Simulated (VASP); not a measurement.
Runs of VASP 6.6.1 on Be. The structure is that of space group Im-3m (No. 229), or close to it. The cells are those of the table. 

```tsv
task	level	potentials or basis	spin	cell	k mesh	cutoff (eV)	smearing	gap on the mesh (eV)	pressure (GPa)
single point	BLYP	VASP PAW PBE potentials, release 64 (Be)	off	a = 2.179, b = 2.173, c = 2.183 Å, angles 109.9, 111.6, 107.6°, 1 atom	11 × 11 × 11	520	methfessel-paxton 0.1 eV	none	(b)
relaxation of cell and atoms	LDA	VASP PAW LDA potentials, release 64 (Be)	off	relaxed from a = 2.170 Å, angles 109.5°, 1 atom	15 × 15 × 15	600	gaussian 0.01 eV	none	0.0
single point	RPBE+D3(BJ)	VASP PAW PBE potentials, release 64 (Be)	off	a = 2.027 Å, angles 109.5°, 1 atom	15 × 15 × 15	600	fermi-dirac 0.1 eV	none	0.1
single point	revPBE	VASP PAW PBE potentials, release 64 (Be)	off	a = 2.338 Å, angles 109.5°, 1 atom	15 × 15 × 15	520	fermi-dirac 0.1 eV	none	-16.8
single point	r2SCAN	VASP PAW PBE potentials, release 64 (Be)	off	a = 2.170 Å, angles 109.5°, 1 atom	8 × 8 × 8	520	fermi-dirac 0.05 eV	none	-0.6
single point	PBE	VASP PAW PBE potentials, release 64 (Be)	off	a = 2.170 Å, angles 109.5°, 1 atom	15 × 15 × 15	520	tetrahedron	none	-0.7
single point	PBE	VASP PAW PBE potentials, release 64 (Be)	off	a = 2.170 Å, angles 109.5°, 1 atom	15 × 15 × 15	520	gaussian 0.05 eV	none	-0.7
single point	PBEsol	VASP PAW PBE potentials, release 64 (Be)	collinear, ferromagnetic start	a = 2.170 Å, angles 109.5°, 1 atom	15 × 15 × 15	520	fermi-dirac 0.15 eV	none	-1.4
single point	PBEsol	VASP PAW PBE potentials, release 64 (Be)	off	a = 2.170 Å, angles 109.5°, 1 atom	15 × 15 × 15	520	fermi-dirac 0.1 eV	none	(c)
single point	PBE exchange alone	VASP PAW PBE potentials, release 64 (Be)	off	a = 2.170 Å, angles 109.5°, 1 atom	15 × 15 × 15	520	tetrahedron	none	(a)
single point	PBEsol	VASP PAW PBE potentials, release 64 (Be)	off	a = 2.170 Å, angles 109.5°, 1 atom	15 × 15 × 15	600	gaussian 0.01 eV	none	-1.6
electric field gradients	PBE+D4	VASP PAW PBE potentials, release 64 (Be)	off	a = 2.227 Å, angles 109.5°, 1 atom	15 × 15 × 15	520	methfessel-paxton 0.01 eV	none	-10.9
```

Estimate the missing entries.

(a) 8.4; (b) -0.4; (c) -1.5.

Caveats: some runs use coarse meshes; the PAW data sets were made with another functional, which shifts forces and pressure a little (some runs); pairwise dispersion overbinds metals, which lowers pressure and volume (some runs); tetrahedron occupations give inexact forces and stress in metals (some runs).

A gap of «none» marks levels without a gap at the run's occupations.
